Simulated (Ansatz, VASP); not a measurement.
**Two plane-wave programs on Ga3BAs4**

```
CELL_PARAMETERS angstrom
5.39520 0.00000 0.00000
0.00000 5.39520 0.00000
0.00000 0.00000 5.39520
ATOMIC_POSITIONS crystal
B 0.00000 0.00000 0.00000
As 0.22906 0.22906 0.22906
As 0.77094 0.77094 0.22906
As 0.77094 0.22906 0.77094
As 0.22906 0.77094 0.77094
Ga 0.50000 0.50000 0.00000
Ga 0.50000 0.00000 0.50000
Ga 0.00000 0.50000 0.50000
```

Alike in both runs: task single point; functional r2SCAN; k mesh 4 × 4 × 4; no spin polarisation.

```csv
,VASP,Ansatz
version,VASP 6.6.1,Ansatz 0.2.0
potentials or method,"VASP PAW PBE potentials, release 64 (B, As, Ga_d)","plane waves, PAW"
plane-wave cutoff (eV),520,500
occupations,"gaussian, width 0.01 eV",fixed
valence electrons in the cell,62,102
```

```tsv
	VASP	Ansatz	Ansatz less VASP
gap on the k mesh at the Fermi level (eV)	0.86	0.86	+0.001
pressure (GPa)	2.9	2.7	-0.14
rms of the force components (eV/Å)	0.009	0.008	-0.0007
```

VASP's potentials were made for PBE, not for r2SCAN. VASP's potentials hold 62 valence electrons a cell and Ansatz's 102, so a difference there can come from the potentials and not from the codes.
